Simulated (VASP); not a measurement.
Set up this calculation in VASP 6.6.1, as the native input.

```
Task                   : relaxation of cell and atoms
Functional             : PBEsol
Potentials or basis    : VASP PAW PBE potentials, release 64 (Rb_sv, Br)
Cutoff                 : 600 eV
k mesh                 : 7 × 7 × 7
Occupations            : fermi-dirac, width 0.05 eV
Spin                   : no spin polarisation
Target pressure        : 5 GPa
Dipole correction      : no
Further INCAR settings : ALGO = Normal; EDIFF = 1e-06; IBRION = 2; EDIFFG = -0.005; NSW = 80; ISIF = 3
```

The structure of RbBr lies in POSCAR:

```
RbBr
1.0
    0.0000000000      3.4270000000      3.4270000000
    3.4270000000      0.0000000000      3.4270000000
    3.4270000000      3.4270000000      0.0000000000
Rb Br
1 1
Direct
    0.0000000000      0.0000000000      0.0000000000
    0.5000000000      0.5000000000      0.5000000000
```

The input as run:

INCAR

```
ALGO     = Normal         # electronic algorithm
EDIFF    = 1E-6           # SCF threshold, eV
EDIFFG   = -0.005         # ionic threshold
ENCUT    = 600            # plane-wave cutoff, eV
GGA      = PS             # functional
IBRION   = 2              # ionic algorithm
ISIF     = 3              # what is computed and relaxed
ISMEAR   = -1             # smearing method
LASPH    = True           # aspherical terms in the spheres
LCHARG   = False          # write CHGCAR
LREAL    = False          # projectors in reciprocal space
LWAVE    = False          # write WAVECAR
NELM     = 80             # most SCF steps
NSW      = 80             # ionic steps
PREC     = Accurate       # precision mode
PSTRESS  = 50.0         
SIGMA    = 0.05           # smearing width, eV
```

KPOINTS

```
k-points
0
Gamma
  7 7 7
```

Potentials or basis: VASP PAW PBE potentials, release 64 (Rb_sv, Br).

Launch:

```bash
$ cat potpaw_PBE.64/Rb_sv/POTCAR potpaw_PBE.64/Br/POTCAR > POTCAR
$ mpirun -np 1 vasp_std > vasp.out
```

It gave:

The relaxed volume is 32.58 Å³/atom, the relaxed cell is a = 4.517 Å, b = 4.517 Å, c = 4.517 Å, α = 60.00°, β = 60.00°, γ = 60.00° and the space group after relaxing (to 0.05 Å) is Fm-3m (No. 225). The energy change on relaxing (the enthalpy is what falls) is +95.8 meV/atom, the ionic steps are 6 and the pressure after relaxing is 5.0 GPa. The band gap on the k mesh is 4.76 eV, direct.

Caveat: the cell is relaxed towards a set pressure, so the enthalpy falls and the energy may rise; the volume moved by over 15 % at a fixed basis, so the end points are rough; the PAW data sets were made with another functional, which shifts forces and pressure a little.

It took 76 s on 1 thread of Intel(R) Xeon(R) Platinum 8488C (Sapphire Rapids), on a shared host, peak memory 0.25 GiB.
